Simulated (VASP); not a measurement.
# Lu2AlB2 (Immm) in VASP: single point with r2SCAN

Aim: the single point of Lu2AlB2 with r2SCAN.

All numbers are computed with VASP 6.6.1; they aren't measurements. Logs are shortened: lines on timing, memory, paths and dates and some standing lists are left out, and cuts for length are marked.

## 1. The cell of the first run

The structure is orthorhombic, space group Immm (No. 71). The conventional cell has a = 3.775 Å, b = 5.342 Å, c = 7.940 Å, α = 90.00°, β = 90.00°, γ = 90.00°. Within 3.6 Å of Lu (site symmetry mm2) lie 6 B at 2.76 to 2.77 Å and 4 Al at 2.97 to 3.15 Å and 5 Lu at 3.33 to 3.35 Å. B (site symmetry m2m) has 2 B at 2.25 to 3.09 Å and 2 Al at 2.44 Å and 6 Lu at 2.76 to 2.77 Å within 3.1 Å. Al (site symmetry mmm) has 4 B at 2.44 Å and 8 Lu at 2.97 to 3.15 Å within 3.2 Å.

## 2. Single point, r2SCAN

Contents of POSCAR:

```
Lu2AlB2
1.0
    0.0000000000      0.0000000000      3.7746140000
    3.9699010000     -2.6708150000      1.8873070000
    3.9699010000      2.6708150000     -1.8873070000
Lu B Al
2 2 1
Direct
    0.5000000000      0.7111300000      0.7111300000
    0.5000000000      0.2888700000      0.2888700000
    0.7893000000      0.7107000000      0.2893000000
    0.2107000000      0.2893000000      0.7107000000
    0.0000000000      0.0000000000      0.0000000000
```

Contents of INCAR.step1:

```
SYSTEM = Lu2AlB2
  PREC = Accurate
  ENCUT = 520
  ISMEAR = 0
  SIGMA = 0.037
  LREAL = .False.
  LASPH = .True.
  NELM = 60
  NBANDS = 38
  GGA = PE
  ALGO = Normal
  EDIFF = 1E-4
  LWAVE = .True.
  LCHARG = .False.
```

Contents of INCAR.step2:

```
SYSTEM = Lu2AlB2
  PREC = Accurate
  ENCUT = 520
  EDIFF = 1E-7
  ISMEAR = 0
  SIGMA = 0.037
  LREAL = .False.
  LASPH = .True.
  NELM = 60
  ALGO = Normal
  ISIF = 2
  LWAVE = .False.
  LCHARG = .False.
  METAGGA = R2SCAN
  LMIXTAU = .True.
  NBANDS = 38
  ISTART = 1
```

Contents of KPOINTS:

```
Automatic mesh
0
Gamma
  8 8 8
  0 0 0
```

Potentials or basis: VASP PAW PBE potentials, release 64 (Lu, B, Al).

Command:

```bash
cat potpaw_PBE.64/Lu/POTCAR potpaw_PBE.64/B/POTCAR potpaw_PBE.64/Al/POTCAR > POTCAR
cp INCAR.step1 INCAR
mpirun -np 1 vasp_std > vasp.out
cp INCAR.step2 INCAR
mpirun -np 1 vasp_std > vasp.out
```

OUTCAR:

```text
SYSTEM = Lu2AlB2
   PREC = Accurate
   ENCUT = 520
   EDIFF = 1E-7
   ISMEAR = 0
   LREAL = .False.
   LASPH = .True.
   NELM = 60
   ISIF = 2
   METAGGA = R2SCAN
   ISTART = 1

 ion  position               nearest neighbor table
   1  0.500  0.711  0.711-   4 2.76   3 2.76   4 2.76   3 2.76   3 2.77   4 2.77   5 2.97   5 2.97
                             5 3.15   5 3.15   2 3.33   2 3.33   2 3.33   2 3.33   2 3.35
   2  0.500  0.289  0.289-   4 2.76   3 2.76   4 2.76   3 2.76   3 2.77   4 2.77   5 2.97   5 2.97
                             5 3.15   5 3.15   1 3.33   1 3.33   1 3.33   1 3.33   1 3.35
   3  0.789  0.711  0.289-   5 2.44   5 2.44   1 2.76   2 2.76   1 2.76   2 2.76   1 2.77   2 2.77

   4  0.211  0.289  0.711-   5 2.44   5 2.44   2 2.76   1 2.76   1 2.76   2 2.76   2 2.77   1 2.77

   5  0.000  0.000  0.000-   3 2.44   3 2.44   4 2.44   4 2.44   2 2.97   1 2.97   2 2.97   1 2.97
                             1 3.15   2 3.15   1 3.15   2 3.15

  LATTYP: Found a body centered orthorhombic cell.
 ALAT       =     3.7746140000
 B/A-ratio  =     1.4151460255
 C/A-ratio  =     2.1034738916

  Lattice vectors:

 A1 = (  -3.9699010000,   2.6708150000,  -1.8873070000)
 A2 = (  -3.9699010000,  -2.6708150000,   1.8873070000)
 A3 = (   3.9699010000,   2.6708150000,   1.8873070000)

Analysis of symmetry for initial positions (statically):
=====================================================================
 Subroutine PRICEL returns:
 Original cell was already a primitive cell.

 Routine SETGRP: Setting up the symmetry group for a
 body centered orthorhombic supercell.

 Subroutine GETGRP returns: Found  8 space group operations
 (whereof  8 operations were pure point group operations)
 out of a pool of  8 trial point group operations.

The static configuration has the point symmetry D_2h.

Analysis of symmetry for dynamics (positions and initial velocities):
=====================================================================
 Subroutine PRICEL returns:
 Original cell was already a primitive cell.

 Routine SETGRP: Setting up the symmetry group for a
 body centered orthorhombic supercell.

 Subroutine GETGRP returns: Found  8 space group operations
 (whereof  8 operations were pure point group operations)
 out of a pool of  8 trial point group operations.

The dynamic configuration has the point symmetry D_2h.

 Subroutine INISYM returns: Found  8 space group operations
 (whereof  8 operations are pure point group operations),
 and found     1 'primitive' translations

----------------------------------------------------------------------------------------

                                     Primitive cell

  volume of cell :      80.0435

  direct lattice vectors                    reciprocal lattice vectors
     0.000000000  0.000000000  3.774614000     0.000000000  0.187208773  0.264927752
     3.969901000 -2.670815000  1.887307000     0.125947725 -0.187208773  0.000000000
     3.969901000  2.670815000 -1.887307000     0.125947725  0.187208773  0.000000000

  length of vectors
     3.774614000  5.143471048  5.143471048     0.324397655  0.225632343  0.225632343

  position of ions in fractional coordinates (direct lattice)
     0.500000000  0.711130000  0.711130000
     0.500000000  0.288870000  0.288870000
     0.789300000  0.710700000  0.289300000
     0.210700000  0.289300000  0.710700000
     0.000000000  0.000000000  0.000000000

  ion indices of the primitive-cell ions
   primitive index   ion index
                 1           1
                 2           2
                 3           3
                 4           4
                 5           5

----------------------------------------------------------------------------------------

 KPOINTS: Automatic mesh

Automatic generation of k-mesh.
 Grid dimensions read from file:
 generate k-points for:    8    8    8

 Generating k-lattice:

  Cartesian coordinates                     Fractional coordinates (reciprocal lattice)
     0.000000000  0.023401097  0.033115969     0.125000000  0.000000000  0.000000000
     0.015743466 -0.023401097  0.000000000     0.000000000  0.125000000 -0.000000000
     0.015743466  0.023401097  0.000000000     0.000000000 -0.000000000  0.125000000

  Length of vectors
     0.040549707  0.028204043  0.028204043

  Shift w.r.t. Gamma in fractional coordinates (k-lattice)
     0.000000000  0.000000000  0.000000000

 Subroutine IBZKPT returns following result:
 ===========================================

 Found     95 irreducible k-points:

 Following reciprocal coordinates:
            Coordinates               Weight
  0.000000  0.000000  0.000000      1.000000
  0.125000  0.000000 -0.000000      4.000000
  0.250000  0.000000 -0.000000      4.000000
  0.375000  0.000000  0.000000      4.000000
  0.500000  0.000000 -0.000000      2.000000
  0.000000  0.125000 -0.000000      4.000000
[... 16 lines left out ...]
  0.125000  0.375000 -0.000000      8.000000
  0.250000  0.375000 -0.000000      8.000000
 [... further k-points ...]
   k-points           NKPTS =     95   k-points in BZ     NKDIM =     95   number of bands    NBANDS=     38
   number of dos      NEDOS =    301   number of ions     NIONS =      5
   total plane-waves  NPLWV =  44800
   dimension x,y,z NGX =    28 NGY =   40 NGZ =   40
   dimension x,y,z NGXF=    56 NGYF=   80 NGZF=   80
   ions per type =               2   2   1
   NGX,Y,Z   is equivalent  to a cutoff of  12.33, 12.93, 12.93 a.u.
   NGXF,Y,Z  is equivalent  to a cutoff of  24.66, 25.86, 25.86 a.u.
 SYSTEM =  Lu2AlB2
   PREC   = accura    normal or accurate (medium, high low for compatibility)
   ISTART =      1    job   : 0-new  1-cont  2-samecut
   ICHARG =      0    charge: 1-file 2-atom 10-const
   ISPIN  =      1    spin polarized calculation?
   LNONCOLLINEAR =      F non collinear calculations
   LSORBIT =      F    spin-orbit coupling
   LASPH  =      T    aspherical Exc in radial PAW
   ENCUT  =  520.0 eV  38.22 Ry    6.18 a.u.   7.02  9.56  9.56*2*pi/ulx,y,z
   NELM   =     60;   NELMIN=  2; NELMDL=  0     # of ELM steps
   EDIFF  = 0.1E-06   stopping-criterion for ELM
   LREAL  =      F    real-space projection
   EDIFFG = 0.1E-05   stopping-criterion for IOM
   NSW    =      0    number of steps for IOM
   IBRION =     -1    ionic relax: 0-MD 1-quasi-New 2-CG
   NFREE  =      0    steps in history (QN), initial steepest desc. (CG)
   ISIF   =      2    stress and relaxation
   ISYM   =      2    0-nonsym 1-usesym 2-fastsym
   POTIM  = 0.5000    time-step for ionic-motion
   TEBEG  =    0.0;   TEEND  =   0.0 temperature during run
   PSTRESS=    0.0 pullay stress
   NELECT =      59.0000    total number of electrons
   NUPDOWN=      -1.0000    fix difference up-down
   EMIN   =  10.00;   EMAX   =-10.00  energy-range for DOS
   EFERMI =   0.00;   METHOD = LEGACY
   ISMEAR =     0;   SIGMA  =   0.04  broadening in eV -4-tet -1-fermi 0-gaus
   EFERMI_NEDOS =   21; number of points for ismear=-14 and -15
   IALGO  =     38    algorithm
   IMIX   =      4    mixing-type and parameters
     AMIX     =   0.40;   BMIX     =  1.00
     AMIX_MAG =   1.60;   BMIX_MAG =  1.00
  volume/ion in A,a.u.               =      16.01       108.03
  Fermi-wavevector in a.u.,A,eV,Ry     =   1.478825  2.794574 29.754905  2.186924
  Thomas-Fermi vector in A             =   2.593058
   LORBIT       =      0    0 simple, 1 ext, 2 COOP (PROOUT), +10 PAW based schemes
   METAGGA = R2SCAN    functional components
   LHFCALC =     F    Hartree Fock is set to
   AEXX    =    0.0000 exact exchange contribution
   IVDW    =     0    specifies the selected vdW correction
   LEPSILON=     F    determine dielectric tensor
   LRPA    =     F    only Hartree local field effects (RPA)
 non-spin polarized calculation
 Gauss-broadening in eV      SIGMA  =   0.04
  energy-cutoff  :      520.00
  volume of cell :       80.04
 maximum number of plane-waves:      2172
   NGX = 15   NGY = 19   NGZ = 19

 number of electron      59.0000006 magnetization

 Free energy of the ion-electron system (eV)
  ---------------------------------------------------
  ext. energy  EPLUGINS =         0.00000000
  ---------------------------------------------------
  free energy    TOTEN  =       -98.80198348 eV

  energy without entropy =      -98.80022685  energy(sigma->0) =      -98.80110517

 E-fermi :   4.0374     XC(G=0): -12.2770

 val. band max:        4.0308211816   @ k =   0.0000   0.2500  -0.0000
 cond. band min:       4.0406625571   @ k =   0.1250   0.5000   0.2500
 fundamental gap:      0.0098413755
 Fermi energy:         4.0374356832

 k-point     1 :       0.0000    0.0000    0.0000
  band No.  band energies     occupation
      1     -53.0873      2.00000
      2     -53.0448      2.00000
      3     -23.3382      2.00000
      4     -23.2142      2.00000
      5     -23.1091      2.00000
      6     -23.0917      2.00000
[... 30 lines left out ...]
     37      10.3643      0.00000
     38      10.9316      0.00000

 k-point     2 :       0.1250    0.0000   -0.0000
  band No.  band energies     occupation
      1     -53.0843      2.00000
      2     -53.0468      2.00000
      3     -23.3096      2.00000
      4     -23.2208      2.00000
      5     -23.1196      2.00000
      6     -23.0726      2.00000
[... 30 lines left out ...]
     37      10.2913      0.00000
     38      11.0265      0.00000

 k-point     3 :       0.2500    0.0000   -0.0000
  band No.  band energies     occupation
      1     -53.0770      2.00000
      2     -53.0518      2.00000
      3     -23.2808      2.00000
      4     -23.2400      2.00000
      5     -23.1251      2.00000
      6     -23.1021      2.00000
[... 30 lines left out ...]
     37       9.7768      0.00000
     38      10.4328      0.00000

 k-point     4 :       0.3750    0.0000    0.0000
  band No.  band energies     occupation
      1     -53.0697      2.00000
      2     -53.0568      2.00000
      3     -23.2997      2.00000
      4     -23.2970      2.00000
      5     -23.2236      2.00000
      6     -23.0602      2.00000
[... 30 lines left out ...]
     37      10.3547      0.00000
     38      10.5357      0.00000
[... 703 lines left out ...]
      4     -23.2145      2.00000
      5     -23.0740      2.00000
      6     -23.0608      2.00000
[... 30 lines left out ...]
     37       9.8947      0.00000
     38      10.2966      0.00000

 k-point    23 :       0.1250    0.3750   -0.0000
  band No.  band energies     occupation
      1     -53.0789      2.00000
      2     -53.0522      2.00000
      3     -23.2956      2.00000
      4     -23.2349      2.00000
      5     -23.1069      2.00000
      6     -23.0623      2.00000
[... 30 lines left out ...]
     37      10.0452      0.00000
     38      10.5728      0.00000

 k-point    24 :       0.2500    0.3750   -0.0000
  band No.  band energies     occupation
      1     -53.0777      2.00000
      2     -53.0511      2.00000
      3     -23.2832      2.00000
      4     -23.2370      2.00000
      5     -23.1411      2.00000
      6     -23.0734      2.00000
[... 30 lines left out ...]
     37      10.2360      0.00000
     38      10.4079      0.00000

 [... further k-points ...]
[... 5 lines left out ...]
  --------------------------------------------------------------------------------------
  -------------------------------------------------------------------------------------
  Total       -0.2968523     -5.4284156     -4.1213895      0.0000000      0.0000000      0.0000000
  in kB       -5.9418943   -108.6569839    -82.4951129      0.0000000      0.0000000      0.0000000
  external PRESSURE =     -65.6979970 kB  Pullay stress =       0.0000000 kB

 VOLUME and BASIS-vectors are now :
 -----------------------------------------------------------------------------
  energy-cutoff  :      520.00
  volume of cell :       80.04
      direct lattice vectors                 reciprocal lattice vectors
     0.000000000  0.000000000  3.774614000     0.000000000  0.187208773  0.264927752
     3.969901000 -2.670815000  1.887307000     0.125947725 -0.187208773  0.000000000
     3.969901000  2.670815000 -1.887307000     0.125947725  0.187208773  0.000000000

 POSITION                                       TOTAL-FORCE (eV/Angst)
 -----------------------------------------------------------------------------------
      5.64623      0.00000      1.88731        -0.785965      0.000000     -0.000000
      2.29357      0.00000      1.88731         0.785965      0.000000     -0.000000
      3.96990     -1.12548      3.77461         0.000000      0.790228     -0.000000
      3.96990      1.12548     -0.00000         0.000000     -0.790228     -0.000000
      0.00000      0.00000      0.00000        -0.000000      0.000000      0.000000
 -----------------------------------------------------------------------------------
    total drift:                                0.000000     -0.000000      0.000000

  FREE ENERGIE OF THE ION-ELECTRON SYSTEM (eV)
  ---------------------------------------------------
  free  energy   TOTEN  =       -98.8019834795 eV

  energy  without entropy=      -98.8002268508  energy(sigma->0) =      -98.80110517
```

Wall time 34 min (1 thread of Intel Xeon 8259CL, shared host); peak memory 0.41 GiB.

Results:

- Free energy: -98.8020 eV
- Pressure: -6.6 GPa
- Largest force: 0.790 eV/Å
- Band gap on the k mesh: zero (an odd number of electrons rules out a gap without spin polarisation)

Forces on the atoms (eV/Å):
```
Lu  -0.786  0.000  0.000
Lu   0.786  0.000  0.000
B    0.000  0.790  0.000
B    0.000 -0.790  0.000
Al   0.000  0.000  0.000
```

Stress tensor (GPa, compression positive):
```
 -0.59   0.00   0.00
  0.00 -10.87   0.00
  0.00   0.00  -8.25
```

Caveat: the stress differs along the axes, from -11 to -1 GPa; the PAW data sets were made with another functional, which shifts forces and pressure a little; spin-orbit coupling is left out, which moves the levels of the heavy elements.
